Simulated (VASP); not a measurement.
# Lu (Im-3m) in VASP: a series of runs

Runs on Lu. Level: PBE. Tasks: single point.

All numbers are computed with VASP 6.6.1; they aren't measurements. Logs are shortened: lines on timing, memory, paths and dates and some standing lists are left out, and cuts for length are marked.

### Step 1. The cell of the first run

The structure is cubic, space group Im-3m (No. 229). Conventional cell: a = 2.874 Å, b = 2.874 Å, c = 2.874 Å, α = 90.00°, β = 90.00°, γ = 90.00°. Within 3.3 Å of Lu (site symmetry m-3m) lie 14 Lu at 2.49 to 2.87 Å.

This isn't the form of Lu at room conditions, which is hcp.

### Step 2. Single point, PBE (11.87 Å³/atom)

Input file INCAR:

```
PREC = Accurate ; ENCUT = 520
EDIFF = 1E-7 ; ISMEAR = -1
SIGMA = 0.1 ; LREAL = False
LASPH = True ; NELM = 100
ALGO = Normal ; ISIF = 2
LWAVE = False ; LCHARG = False
GGA = PE ; NBANDS = 18
```

Input file KPOINTS:

```
regular mesh
0
Gamma
  14 14 14
```

Input file POSCAR:

```
Lu
1.0
   -1.4369812734      1.4369812734      1.4369812734
    1.4369812734     -1.4369812734      1.4369812734
    1.4369812734      1.4369812734     -1.4369812734
Lu
1
Direct
    0.0000000000      0.0000000000      0.0000000000
```

Potentials or basis: VASP PAW PBE potentials, release 64 (Lu).

On the command line:

```
$ cat potpaw_PBE.64/Lu/POTCAR > POTCAR
$ mpirun -np 1 vasp_std > vasp.out
```

OUTCAR:

```text
PREC = Accurate
   ENCUT = 520
   EDIFF = 1E-7
   ISMEAR = -1
   LREAL = False
   LASPH = True
   NELM = 100
   ISIF = 2
   GGA = PE

 ion  position               nearest neighbor table
   1  0.000  0.000  0.000-

  LATTYP: Found a body centered cubic cell.
 ALAT       =     2.8739625468

  Lattice vectors:

 A1 = (  -1.4369812734,   1.4369812734,   1.4369812734)
 A2 = (   1.4369812734,  -1.4369812734,   1.4369812734)
 A3 = (   1.4369812734,   1.4369812734,  -1.4369812734)

Analysis of symmetry for initial positions (statically):
=====================================================================
 Subroutine PRICEL returns:
 Original cell was already a primitive cell.

 Routine SETGRP: Setting up the symmetry group for a
 body centered cubic supercell.

 Subroutine GETGRP returns: Found 48 space group operations
 (whereof 48 operations were pure point group operations)
 out of a pool of 48 trial point group operations.

The static configuration has the point symmetry O_h .

Analysis of symmetry for dynamics (positions and initial velocities):
=====================================================================
 Subroutine PRICEL returns:
 Original cell was already a primitive cell.

 Routine SETGRP: Setting up the symmetry group for a
 body centered cubic supercell.

 Subroutine GETGRP returns: Found 48 space group operations
 (whereof 48 operations were pure point group operations)
 out of a pool of 48 trial point group operations.

The dynamic configuration has the point symmetry O_h .

 Subroutine INISYM returns: Found 48 space group operations
 (whereof 48 operations are pure point group operations),
 and found     1 'primitive' translations

----------------------------------------------------------------------------------------

                                     Primitive cell

  volume of cell :      11.8690

  direct lattice vectors                    reciprocal lattice vectors
    -1.436981273  1.436981273  1.436981273     0.000000000  0.347951646  0.347951646
     1.436981273 -1.436981273  1.436981273     0.347951646  0.000000000  0.347951646
     1.436981273  1.436981273 -1.436981273     0.347951646  0.347951646  0.000000000

  length of vectors
     2.488924575  2.488924575  2.488924575     0.492077937  0.492077937  0.492077937

  position of ions in fractional coordinates (direct lattice)
     0.000000000  0.000000000  0.000000000

  ion indices of the primitive-cell ions
   primitive index   ion index
                 1           1

----------------------------------------------------------------------------------------

 KPOINTS: regular mesh

Automatic generation of k-mesh.
 Grid dimensions read from file:
 generate k-points for:   14   14   14

 Generating k-lattice:

  Cartesian coordinates                     Fractional coordinates (reciprocal lattice)
     0.000000000  0.024853689  0.024853689     0.071428571  0.000000000  0.000000000
     0.024853689  0.000000000  0.024853689     0.000000000  0.071428571  0.000000000
     0.024853689  0.024853689  0.000000000     0.000000000  0.000000000  0.071428571

  Length of vectors
     0.035148424  0.035148424  0.035148424

  Shift w.r.t. Gamma in fractional coordinates (k-lattice)
     0.000000000  0.000000000  0.000000000

 Subroutine IBZKPT returns following result:
 ===========================================

 Found    104 irreducible k-points:

 Following reciprocal coordinates:
            Coordinates               Weight
  0.000000  0.000000  0.000000      1.000000
  0.071429  0.000000  0.000000     12.000000
  0.142857  0.000000  0.000000     12.000000
  0.214286  0.000000  0.000000     12.000000
  0.285714  0.000000  0.000000     12.000000
  0.357143  0.000000  0.000000     12.000000
[... 16 lines left out ...]
  0.285714  0.285714  0.000000     24.000000
  0.357143  0.285714 -0.000000     24.000000
 [... further k-points ...]
   k-points           NKPTS =    104   k-points in BZ     NKDIM =    104   number of bands    NBANDS=     18
   number of dos      NEDOS =    301   number of ions     NIONS =      1
   total plane-waves  NPLWV =   8000
   dimension x,y,z NGX =    20 NGY =   20 NGZ =   20
   dimension x,y,z NGXF=    40 NGYF=   40 NGZF=   40
   ions per type =               1
   NGX,Y,Z   is equivalent  to a cutoff of  13.36, 13.36, 13.36 a.u.
   NGXF,Y,Z  is equivalent  to a cutoff of  26.72, 26.72, 26.72 a.u.
 SYSTEM =  unknown system
   PREC   = accura    normal or accurate (medium, high low for compatibility)
   ISTART =      0    job   : 0-new  1-cont  2-samecut
   ICHARG =      2    charge: 1-file 2-atom 10-const
   ISPIN  =      1    spin polarized calculation?
   LNONCOLLINEAR =      F non collinear calculations
   LSORBIT =      F    spin-orbit coupling
   LASPH  =      T    aspherical Exc in radial PAW
   ENCUT  =  520.0 eV  38.22 Ry    6.18 a.u.   4.63  4.63  4.63*2*pi/ulx,y,z
   NELM   =    100;   NELMIN=  2; NELMDL= -5     # of ELM steps
   EDIFF  = 0.1E-06   stopping-criterion for ELM
   LREAL  =      F    real-space projection
   EDIFFG = 0.1E-05   stopping-criterion for IOM
   NSW    =      0    number of steps for IOM
   IBRION =     -1    ionic relax: 0-MD 1-quasi-New 2-CG
   NFREE  =      0    steps in history (QN), initial steepest desc. (CG)
   ISIF   =      2    stress and relaxation
   ISYM   =      2    0-nonsym 1-usesym 2-fastsym
   POTIM  = 0.5000    time-step for ionic-motion
   TEBEG  =    0.0;   TEEND  =   0.0 temperature during run
   PSTRESS=    0.0 pullay stress
   NELECT =      25.0000    total number of electrons
   NUPDOWN=      -1.0000    fix difference up-down
   EMIN   =  10.00;   EMAX   =-10.00  energy-range for DOS
   EFERMI =   0.00;   METHOD = LEGACY
   ISMEAR =    -1;   SIGMA  =   0.10  broadening in eV -4-tet -1-fermi 0-gaus
   EFERMI_NEDOS =   21; number of points for ismear=-14 and -15
   IALGO  =     38    algorithm
   IMIX   =      4    mixing-type and parameters
     AMIX     =   0.40;   BMIX     =  1.00
     AMIX_MAG =   1.60;   BMIX_MAG =  1.00
  volume/ion in A,a.u.               =      11.87        80.10
  Fermi-wavevector in a.u.,A,eV,Ry     =   2.098539  3.965664 59.918238  4.403866
  Thomas-Fermi vector in A             =   3.088961
   LORBIT       =      0    0 simple, 1 ext, 2 COOP (PROOUT), +10 PAW based schemes
   GGA     = PE    functional components
[... 5 lines left out ...]
 non-spin polarized calculation
  energy-cutoff  :      520.00
  volume of cell :       11.87
 maximum number of plane-waves:       333
   NGX =  9   NGY =  9   NGZ =  9

 number of electron      24.9999993 magnetization

 Free energy of the ion-electron system (eV)
  ---------------------------------------------------
  ext. energy  EPLUGINS =         0.00000000
  ---------------------------------------------------
  free energy    TOTEN  =         0.67025805 eV

  energy without entropy =        0.70471736  energy(sigma->0) =        0.68748771

 E-fermi :   6.4789     XC(G=0): -16.0746

 val. band max:        6.4490251391   @ k =   0.1429   0.1429   0.1429
 cond. band min:       6.4791872664   @ k =  -0.3571   0.4286   0.0714
 fundamental gap:      0.0301621273
 Fermi energy:         6.4788668274

 k-point     1 :       0.0000    0.0000    0.0000
  band No.  band energies     occupation
      1     -49.9950      2.00000
      2     -17.4080      2.00000
      3     -17.4080      2.00000
      4     -17.4080      2.00000
      5       0.1550      2.00000
      6       1.1905      2.00000
[... 10 lines left out ...]
     17      14.4319      0.00000
     18      24.5656      0.00000

 k-point     2 :       0.0714    0.0000    0.0000
  band No.  band energies     occupation
      1     -49.9433      2.00000
      2     -17.7980      2.00000
      3     -17.5083      2.00000
      4     -17.4167      2.00000
      5       0.6524      2.00000
      6       1.1922      2.00000
[... 10 lines left out ...]
     17      14.4187      0.00000
     18      25.0193      0.00000

 k-point     3 :       0.1429    0.0000    0.0000
  band No.  band energies     occupation
      1     -49.7962      2.00000
      2     -18.8027      2.00000
      3     -17.7812      2.00000
      4     -17.4414      2.00000
      5       1.1797      2.00000
      6       1.2211      2.00000
[... 10 lines left out ...]
     17      14.4434      0.00000
     18      26.2088      0.00000

 k-point     4 :       0.2143    0.0000    0.0000
  band No.  band energies     occupation
      1     -49.5779      2.00000
      2     -20.0880      2.00000
      3     -18.1564      2.00000
      4     -17.4781      2.00000
      5       1.1862      2.00000
      6       1.2486      2.00000
[... 10 lines left out ...]
     17      14.6322      0.00000
     18      27.4071      0.00000

 k-point     5 :       0.2857    0.0000    0.0000
  band No.  band energies     occupation
      1     -49.3272      2.00000
      2     -21.3589      2.00000
      3     -18.5493      2.00000
      4     -17.5203      2.00000
      5       1.2063      2.00000
      6       1.2701      2.00000
[... 10 lines left out ...]
     17      16.0838      0.00000
     18      26.8575      0.00000

 k-point     6 :       0.3571    0.0000    0.0000
  band No.  band energies     occupation
      1     -49.0929      2.00000
      2     -22.4066      2.00000
      3     -18.8845      2.00000
      4     -17.5594      2.00000
      5       1.2595      2.00000
      6       1.2794      2.00000
[... 307 lines left out ...]
 k-point    21 :       0.2857    0.2143    0.0000
  band No.  band energies     occupation
      1     -48.8679      2.00000
      2     -22.4425      2.00000
      3     -20.0705      2.00000
      4     -18.1161      2.00000
      5       1.3523      2.00000
      6       1.3983      2.00000
[... 10 lines left out ...]
     17      23.3889      0.00000
     18      27.3278      0.00000

 k-point    22 :       0.3571    0.2143    0.0000
  band No.  band energies     occupation
      1     -48.7750      2.00000
      2     -22.6181      2.00000
      3     -20.4349      2.00000
      4     -18.1600      2.00000
      5       1.3642      2.00000
      6       1.4092      2.00000
[... 10 lines left out ...]
     17      25.3706      0.00000
     18      26.8110      0.00000

 k-point    23 :       0.2857    0.2857    0.0000
  band No.  band energies     occupation
      1     -48.7620      2.00000
      2     -22.3195      2.00000
      3     -20.8525      2.00000
      4     -18.2113      2.00000
      5       1.3988      2.00000
      6       1.3995      2.00000
[... 10 lines left out ...]
     17      25.3625      0.00000
     18      27.1841      0.00000

 k-point    24 :       0.3571    0.2857   -0.0000
  band No.  band energies     occupation
      1     -48.7238      2.00000
      2     -22.1344      2.00000
      3     -21.2777      2.00000
      4     -18.2407      2.00000
      5       1.4008      2.00000
      6       1.4200      2.00000
[... 10 lines left out ...]
     17      24.9584      0.00000
     18      28.1104      0.00000

 [... further k-points ...]

------------------------ aborting loop because EDIFF is reached ----------------------------------------

  FORCE on cell =-STRESS in cart. coord.  units (eV):
  Direction    XX          YY          ZZ          XY          YZ          ZX
  --------------------------------------------------------------------------------------
  -------------------------------------------------------------------------------------
  Total       14.1107512     14.1107512     14.1107512      0.0000000      0.0000000     -0.0000000
  in kB     1904.7913044   1904.7913044   1904.7913044      0.0000000      0.0000000     -0.0000000
  external PRESSURE =    1904.7913044 kB  Pullay stress =       0.0000000 kB

 VOLUME and BASIS-vectors are now :
 -----------------------------------------------------------------------------
  energy-cutoff  :      520.00
  volume of cell :       11.87
      direct lattice vectors                 reciprocal lattice vectors
    -1.436981273  1.436981273  1.436981273     0.000000000  0.347951646  0.347951646
     1.436981273 -1.436981273  1.436981273     0.347951646  0.000000000  0.347951646
     1.436981273  1.436981273 -1.436981273     0.347951646  0.347951646  0.000000000

 POSITION                                       TOTAL-FORCE (eV/Angst)
 -----------------------------------------------------------------------------------
      0.00000      0.00000      0.00000         0.000000      0.000000     -0.000000
 -----------------------------------------------------------------------------------
    total drift:                                0.000000     -0.000000      0.000000

  FREE ENERGIE OF THE ION-ELECTRON SYSTEM (eV)
  ---------------------------------------------------
  free  energy   TOTEN  =         0.6702580540 eV

  energy  without entropy=        0.7047173645  energy(sigma->0) =        0.68748771
```

Run time: 38 s. Hardware: 1 thread of AMD EPYC 7R43 (Zen 3), shared host; peak memory 0.12 GiB.

Results:

| Property | Result |
| --- | --- |
| Free energy | 0.6703 eV |
| Pressure | 190.5 GPa |
| Band gap on the k mesh | zero (an odd number of electrons rules out a gap without spin polarisation) |

Caveat: the cell stands under pressure; spin-orbit coupling is left out, which moves the levels of the heavy elements.

### Step 3. Single point, PBE (11.87 Å³/atom)

Input file INCAR:

```
SYSTEM = Lu
PREC     = Accurate       ! precision mode
ENCUT    = 520            ! plane-wave cutoff, eV
EDIFF    = 1E-6           ! SCF threshold, eV
ISMEAR   = -1             ! smearing method
SIGMA    = 0.1            ! smearing width, eV
LREAL    = .FALSE.        ! projectors in reciprocal space
LASPH    = .TRUE.         ! aspherical terms in the spheres
NELM     = 100            ! most SCF steps
ALGO     = Normal         ! electronic algorithm
ISIF     = 2              ! what is computed and relaxed
LWAVE    = .FALSE.        ! write WAVECAR
LCHARG   = .FALSE.        ! write CHGCAR
GGA      = PE             ! functional
NBANDS   = 18             ! bands
```

Input file KPOINTS:

```
regular mesh
0
G
  14 14 14
  0 0 0
```

POSCAR is that of step 2.

Potentials or basis: VASP PAW PBE potentials, release 64 (Lu).

On the command line:

```
$ cat potpaw_PBE.64/Lu/POTCAR > POTCAR
$ mpirun -np 1 vasp_std > vasp.out
```

Wall time 40 s (1 thread of AMD EPYC 7R43 (Zen 3), shared host); peak memory 0.12 GiB.

Results (log left out):

- Free energy: 0.6703 eV
- Pressure: 189.3 GPa
- Band gap on the k mesh: zero (an odd number of electrons rules out a gap without spin polarisation)

Levels at points of the mesh, in eV from the Fermi level:
```
           k point  band 10  band 11  band 12  band 13  band 14  band 15
(0.00, 0.00, 0.00)    -4.54    -4.54    -4.34     2.94     2.94     2.94
(0.50, 0.00, 0.00)    -4.58    -4.56    -4.46    -1.46     8.62     8.96
(0.50, 0.50, 0.50)    -4.84    -4.48    -4.48    -4.48    14.78    14.78
```

Caveat: the cell stands under pressure; spin-orbit coupling is left out, which moves the levels of the heavy elements.

### Step 4. Single point, PBE (13.35 Å³/atom)

This run uses another cell than the first one, of 13.35 Å³/atom.

Input file INCAR:

```
PREC = Accurate
ENCUT = 520
EDIFF = 1E-7
ISMEAR = -1
SIGMA = 0.1
LREAL = F
LASPH = T
NELM = 100
ALGO = Normal
ISIF = 2
LWAVE = F
LCHARG = F
GGA = PE
NBANDS = 18
```

Input file KPOINTS:

```
Automatic mesh
0
Gamma
  14 14 14
```

Input file POSCAR:

```
Lu
1.0
   -1.4945207504      1.4945207504      1.4945207504
    1.4945207504     -1.4945207504      1.4945207504
    1.4945207504      1.4945207504     -1.4945207504
Lu
1
Direct
    0.0000000000      0.0000000000      0.0000000000
```

On the command line:

```
$ cat potpaw_PBE.64/Lu/POTCAR > POTCAR
$ mpirun -np 1 vasp_std > vasp.out
```

Wall time 39 s (1 thread of AMD EPYC 7R43 (Zen 3), shared host); peak memory 0.12 GiB.

Results (log left out):

* Free energy: -0.8016 eV
* Pressure: 131.4 GPa
* Band gap on the k mesh: zero (an odd number of electrons rules out a gap without spin polarisation)

Levels at points of the mesh, in eV from the Fermi level:
| k point | band 10 | band 11 | band 12 | band 13 | band 14 | band 15 |
| --- | --- | --- | --- | --- | --- | --- |
| (0.00, 0.00, 0.00) | -4.45 | -4.45 | -4.30 | 2.89 | 2.89 | 2.89 |
| (0.50, 0.00, 0.00) | -4.49 | -4.48 | -4.39 | -1.03 | 6.73 | 8.13 |
| (0.50, 0.50, 0.50) | -4.71 | -4.41 | -4.41 | -4.41 | 13.32 | 13.32 |

Caveat: the cell stands under pressure; spin-orbit coupling is left out, which moves the levels of the heavy elements.

### Step 5. Single point, PBE (13.35 Å³/atom)

This run uses another cell than the first one, of 13.35 Å³/atom.

Input file INCAR:

```
SYSTEM = Lu
PREC = Accurate
ENCUT = 520
EDIFF = 1E-6
ISMEAR = -1
SIGMA = 0.1
LREAL = .FALSE.
LASPH = .TRUE.
NELM = 100
ALGO = Normal
ISIF = 2
LWAVE = .FALSE.
LCHARG = .FALSE.
GGA = PE
NBANDS = 18
```

Input file KPOINTS:

```
regular mesh
0
G
  14 14 14
  0 0 0
```

POSCAR is that of step 4.

Potentials or basis: VASP PAW PBE potentials, release 64 (Lu).

On the command line:

```
$ cat potpaw_PBE.64/Lu/POTCAR > POTCAR
$ mpirun -np 1 vasp_std > vasp.out
```

OUTCAR:

```text
SYSTEM = Lu
   PREC = Accurate
   ENCUT = 520
   EDIFF = 1E-6
   ISMEAR = -1
   LREAL = .FALSE.
   LASPH = .TRUE.
   NELM = 100
   ISIF = 2
   GGA = PE

 ion  position               nearest neighbor table
   1  0.000  0.000  0.000-

  LATTYP: Found a body centered cubic cell.
 ALAT       =     2.9890415008

  Lattice vectors:

 A1 = (  -1.4945207504,   1.4945207504,   1.4945207504)
 A2 = (   1.4945207504,  -1.4945207504,   1.4945207504)
[... 682 lines left out ...]
     18      25.1495      0.00000

 [... further k-points ...]

------------------------ aborting loop because EDIFF is reached ----------------------------------------

  FORCE on cell =-STRESS in cart. coord.  units (eV):
  Direction    XX          YY          ZZ          XY          YZ          ZX
  --------------------------------------------------------------------------------------
  -------------------------------------------------------------------------------------
  Total       10.8865042     10.8865042     10.8865042     -0.0000000      0.0000000      0.0000000
  in kB     1306.2707086   1306.2707086   1306.2707086     -0.0000000      0.0000000      0.0000000
  external PRESSURE =    1306.2707086 kB  Pullay stress =       0.0000000 kB

 VOLUME and BASIS-vectors are now :
 -----------------------------------------------------------------------------
  energy-cutoff  :      520.00
  volume of cell :       13.35
      direct lattice vectors                 reciprocal lattice vectors
    -1.494520750  1.494520750  1.494520750     0.000000000  0.334555408  0.334555408
     1.494520750 -1.494520750  1.494520750     0.334555408  0.000000000  0.334555408
     1.494520750  1.494520750 -1.494520750     0.334555408  0.334555408  0.000000000

 POSITION                                       TOTAL-FORCE (eV/Angst)
 -----------------------------------------------------------------------------------
      0.00000      0.00000      0.00000        -0.000000      0.000000     -0.000000
 -----------------------------------------------------------------------------------
    total drift:                                0.000000     -0.000000      0.000000

  FREE ENERGIE OF THE ION-ELECTRON SYSTEM (eV)
  ---------------------------------------------------
  free  energy   TOTEN  =        -0.8016342969 eV

  energy  without entropy=       -0.7618992406  energy(sigma->0) =       -0.78176677
```

stdout:

```text
POSCAR found type information on POSCAR Lu
 POSCAR found :  1 types and       1 ions
 scaLAPACK will be used
 LDA part: xc-table for (Slater+PW92), standard interpolation
 POSCAR, INCAR and KPOINTS ok, starting setup
 FFT: planning ... GRIDC
 FFT: planning ... GRID_SOFT
 FFT: planning ... GRID
 WAVECAR not read
 entering main loop
```

It took 49 s on 1 thread of AMD EPYC 7R43 (Zen 3), shared host; peak memory 0.12 GiB.

Results:

| Quantity | Value |
| --- | --- |
| Free energy | -0.8016 eV |
| Pressure | 130.6 GPa |
| Band gap on the k mesh | zero (an odd number of electrons rules out a gap without spin polarisation) |

Levels at points of the mesh, in eV from the Fermi level:
| k point | band 10 | band 11 | band 12 | band 13 | band 14 | band 15 |
| --- | --- | --- | --- | --- | --- | --- |
| (0.00, 0.00, 0.00) | -4.45 | -4.45 | -4.30 | 2.89 | 2.89 | 2.89 |
| (0.50, 0.00, 0.00) | -4.48 | -4.48 | -4.39 | -1.03 | 6.73 | 8.13 |
| (0.50, 0.50, 0.50) | -4.71 | -4.41 | -4.41 | -4.41 | 13.32 | 13.32 |

Caveat: the cell stands under pressure; spin-orbit coupling is left out, which moves the levels of the heavy elements.

The gap in the log of VASP goes by the Fermi energy; the results here count the filled bands.